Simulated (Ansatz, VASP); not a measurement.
**One calculation of KTaO3, two programs**

The input INCAR:

```
SYSTEM = KTaO3
PREC = Accurate ; ENCUT = 520
EDIFF = 1E-7 ; ISMEAR = 0
SIGMA = 0.05 ; LREAL = .FALSE.
LASPH = .TRUE. ; NELM = 80
ALGO = Normal ; ISIF = 2
LWAVE = .FALSE. ; LCHARG = .TRUE.
GGA = PE ; LELF = .TRUE.
LVHAR = .TRUE. ; NBANDS = 27
```

File KPOINTS:

```
Automatic mesh
0
G
  8 8 8
  0 0 0
```

POSCAR

```
KTaO3
1.0
    4.0981655192     -0.6304870029     -0.6304870029
   -0.6304870029      4.0981655192     -0.6304870029
   -0.6304870029     -0.6304870029      4.0981655192
K Ta O
1 1 3
Direct
    0.5000000000      0.5000000000      0.5000000000
    0.0000000000      0.0000000000      0.0000000000
    0.5000000000      0.0000000000      0.0000000000
    0.0000000000      0.5000000000      0.0000000000
    0.0000000000      0.0000000000      0.5000000000
```

Input for Ansatz:

```yaml
crystal:
  lattice:
    - [4.0981655192, -0.6304870029, -0.6304870029]
    - [-0.6304870029, 4.0981655192, -0.6304870029]
    - [-0.6304870029, -0.6304870029, 4.0981655192]
  atoms:
    - { symbol: K, position: [0.5, 0.5, 0.5] }
    - { symbol: Ta, position: [0.0, 0.0, 0.0] }
    - { symbol: O, position: [0.5, 0.0, 0.0] }
    - { symbol: O, position: [0.0, 0.5, 0.0] }
    - { symbol: O, position: [0.0, 0.0, 0.5] }
basis:
  ecutwfc: 420
kpoints:
  mp_grid: { grid: [8, 8, 8] }
hamiltonian:
  xc: pbe
scf:
  occupations: { method: gaussian, width: 0.05 }
output:
  forces: true
  stress: true
  eigenvalues: true
```

Alike in both runs: task single point; functional PBE; k mesh 8 × 8 × 8; occupations gaussian, width 0.05 eV; no spin polarisation.

|  | VASP | Ansatz |
| --- | --- | --- |
| version | VASP 6.6.1 | Ansatz 0.2.0 |
| potentials or method | VASP PAW PBE potentials, release 64 (K_sv, Ta_pv, O), cutoff 520 eV | scalar-relativistic, plane waves, PAW |
| valence electrons in the cell | 38 | 40 |

|  | VASP | Ansatz | Ansatz less VASP |
| --- | --- | --- | --- |
| gap on the k mesh at the Fermi level (eV) | none | none | - |
| pressure (GPa) | 5.4 | 4.4 | -0.95 |
| traceless stress, the component that is largest in VASP (GPa) | 32.41 | 32.21 | -0.198 |

A gap of «none» marks a metal or a gap that the smearing closes. With one functional, cell and mesh, what is left measures potentials, basis and numerics. VASP's potentials hold 38 valence electrons a cell and Ansatz's 40, so a difference there can come from the potentials and not from the codes.

Spin-orbit coupling is off throughout.
